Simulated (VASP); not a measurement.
# Si3N4: relaxation of cell and atoms with PBE

Si3N4:

```
Si N
1.0
    -3.23735    3.23735    3.23735
     3.23735   -3.23735    3.23735
     3.23735    3.23735   -3.23735
Si N
6 8
Direct
  0.25000 0.12500 0.87500
  0.87500 0.25000 0.12500
  0.75000 0.37500 0.62500
  0.62500 0.75000 0.37500
  0.12500 0.87500 0.25000
  0.37500 0.62500 0.75000
  0.56280 0.56280 0.56280
  0.43720 0.50000 0.00000
  0.50000 0.00000 0.93720
  0.00000 0.43720 0.50000
  0.93720 0.50000 0.00000
  0.06280 0.06280 0.06280
  0.00000 0.93720 0.50000
  0.50000 0.00000 0.43720
```

```yaml
Program: VASP 6.6.1
Task: relaxation of cell and atoms
Functional: PBE
Potentials_or_basis: VASP PAW PBE potentials, release 64 (Si, N)
Cutoff: 600 eV
k_mesh: 6 × 6 × 6
Occupations: gaussian, width 0.02 eV
Spin: no spin polarisation
Dipole_correction: no
Further_INCAR_settings: ALGO = Normal; EDIFF = 1e-06; IBRION = 2; EDIFFG = -0.005; NSW = 100; ISIF = 3
```

```
Relaxed volume                        : 9.75 Å³/atom
Relaxed cell                          : a = 5.618 Å, b = 5.618 Å, c = 5.618 Å, α = 109.47°, β = 109.47°, γ = 109.47°
Space group after relaxing (to 0.1 Å) : I-43d (No. 220)
Energy gained by relaxing             : 0.3 meV/atom
Ionic steps                           : 3
Pressure after relaxing               : 0.0 GPa
Band gap on the k mesh                : 4.05 eV (least direct gap 4.23 eV)
```

Step by step:
| step | energy change (eV) | largest force (eV/Å) | pressure (GPa) | volume (Å³) |
| --- | --- | --- | --- | --- |
| 1 | 0.0000 | 0.0161 | 1.54 | 135.72 |
| 2 | 0.0029 | 0.0203 | -1.98 | 137.55 |
| 3 | -0.0038 | 0.0004 | 0.00 | 136.50 |

Final structure:
```
Si N
1.0
    -3.24357    3.24357    3.24357
     3.24357   -3.24357    3.24357
     3.24357    3.24357   -3.24357
Si N
6 8
Direct
  0.25000 0.12500 0.87500
  0.87500 0.25000 0.12500
  0.75000 0.37500 0.62500
  0.62500 0.75000 0.37500
  0.12500 0.87500 0.25000
  0.37500 0.62500 0.75000
  0.56274 0.56274 0.56274
  0.43726 0.50000 0.00000
  0.50000 0.00000 0.93726
  0.00000 0.43726 0.50000
  0.93726 0.50000 0.00000
  0.06274 0.06274 0.06274
  0.00000 0.93726 0.50000
  0.50000 0.00000 0.43726
```

Levels at points of the mesh, in eV from the valence-band top:
```csv
k point,band 29,band 30,band 31,band 32,band 33,band 34,band 35,band 36
"(0.00, 0.00, 0.00)",-0.16,-0.16,-0.16,-0.06,4.62,4.62,4.62,4.63
"(0.50, 0.00, 0.00)",-1.27,-1.27,-0.02,-0.02,4.95,4.95,5.89,5.89
"(0.50, 0.50, 0.50)",-1.90,-1.90,-1.19,-1.19,5.39,5.39,5.39,5.39
```

Wall time 5.5 min on 1 thread of Intel(R) Xeon(R) Platinum 8259CL CPU @ 2.50GHz (Skylake/Cascade Lake) (shared host), peak memory 0.36 GiB.

A k mesh can miss the band edges. Zero-point motion and thermal expansion aren't in these numbers.
